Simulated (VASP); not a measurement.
Here is a VASP 6.6.1 calculation.

INCAR

```
SYSTEM = Al2CuSe4
PREC = Accurate
ENCUT = 600
EDIFF = 1E-6
ISMEAR = -1
SIGMA = 0.0125
LREAL = .FALSE.
LASPH = .TRUE.
NELM = 100
ALGO = Normal
ISIF = 3
LWAVE = .FALSE.
LCHARG = .FALSE.
GGA = PE
IBRION = 2
NSW = 100
EDIFFG = -0.03
```

File KPOINTS:

```
regular mesh
0
G
  5 5 5
  0 0 0
```

The input POSCAR:

```
Al2CuSe4
1.0
    0.0000000000      5.4842950000      0.0000000000
    5.4842950000      0.0000000000      0.0000000000
    2.7421480000      2.7421480000     -5.4314750000
Cu Al Se
1 2 4
Direct
    0.0000000000      0.0000000000      0.0000000000
    0.7500000000      0.2500000000      0.5000000000
    0.5000000000      0.5000000000      0.0000000000
    0.3800000000      0.3900000000      0.7400000000
    0.6100000000      0.1200000000      0.2600000000
    0.8800000000      0.8700000000      0.7400000000
    0.1300000000      0.6200000000      0.2600000000
```

Potentials or basis: VASP PAW PBE potentials, release 64 (Cu, Al, Se).

Run with:

```sh
$ cat potpaw_PBE.64/Cu/POTCAR potpaw_PBE.64/Al/POTCAR potpaw_PBE.64/Se/POTCAR > POTCAR
$ mpirun -np 1 vasp_std > vasp.out
```

(1) Estimate the space group after relaxing (to 0.1 Å).

(2) What does it give for the relaxed volume?

## Answers

(1) I-4 (No. 82).

(2) 24.12 Å³/atom.
